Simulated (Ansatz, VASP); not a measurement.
**CsH: VASP beside Ansatz**

```
CELL_PARAMETERS angstrom
3.63860 0.00000 0.00000
0.00000 3.63860 0.00000
0.00000 0.00000 3.63860
ATOMIC_POSITIONS crystal
Cs 0.00000 0.00000 0.00000
H 0.50000 0.50000 0.50000
```

Alike in both runs: functional LDA; k mesh 8 × 8 × 8; occupations gaussian, width 0.02 eV; no spin polarisation.

Ansatz relaxed the structure, and its values are those at the end. VASP's run is a single point on that final structure, the one shown.

|  | VASP | Ansatz |
| --- | --- | --- |
| version | VASP 6.6.1 | Ansatz 0.2.0 |
| potentials or method | VASP PAW LDA potentials, release 64 (Cs_sv, H), cutoff 520 eV | scalar-relativistic, plane waves, PAW |
| valence electrons in the cell | 10 | 10 |

VASP gave:

| Quantity | Value |
| --- | --- |
| gap on the k mesh at the Fermi level (eV) | 2.35 |
| least direct gap on the mesh (eV) | 2.35 |
| pressure (GPa) | 0.1 |

Question: Estimate Ansatz's values.

Answer: gap on the k mesh at the Fermi level (eV): 2.42; least direct gap on the mesh (eV): 2.42; pressure (GPa): 0.0.

LDA's correlation is that of Perdew and Zunger in VASP and of Perdew and Wang (1992) in Ansatz.

Spin-orbit coupling is off throughout.
